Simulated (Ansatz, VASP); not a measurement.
**PbC2 in VASP and in Ansatz**

```xyz
3
Lattice="-1.7928 1.7928 2.9678 1.7928 -1.7928 2.9678 1.7928 1.7928 -2.9678" Properties=species:S:1:pos:R:3 pbc="T T T"
Pb    0.0000    0.0000    0.0000
C     0.0000    0.0000    3.5489
C     0.0000    0.0000    2.3868
```

Alike in both runs: task relaxation of cell and atoms; functional LDA; k mesh 8 × 8 × 8; occupations gaussian, width 0.1 eV; no spin polarisation.

|  | VASP | Ansatz |
| --- | --- | --- |
| version | VASP 6.6.1 | Ansatz 0.2.0 |
| potentials or method | VASP PAW LDA potentials, release 64 (Pb_d, C), cutoff 600 eV | scalar-relativistic, plane waves, PAW |
| valence electrons in the cell | 22 | 22 |

|  | VASP | Ansatz | Ansatz less VASP |
| --- | --- | --- | --- |
| gap on the k mesh at the Fermi level, each at its own relaxed structure (eV) | 1.53 | 1.56 | +0.026 |
| relaxed volume (Å³/atom) | 17.63 | 17.54 | -0.082 |
| relaxed cell length with the largest relative difference (Å) | 4.351 | 4.345 | -0.0062 |

LDA's correlation is that of Perdew and Zunger in VASP and of Perdew and Wang (1992) in Ansatz.

Spin-orbit coupling is off throughout. Noted on VASP's run: the volume moved by over 15 % at a fixed basis, so the end points are rough.
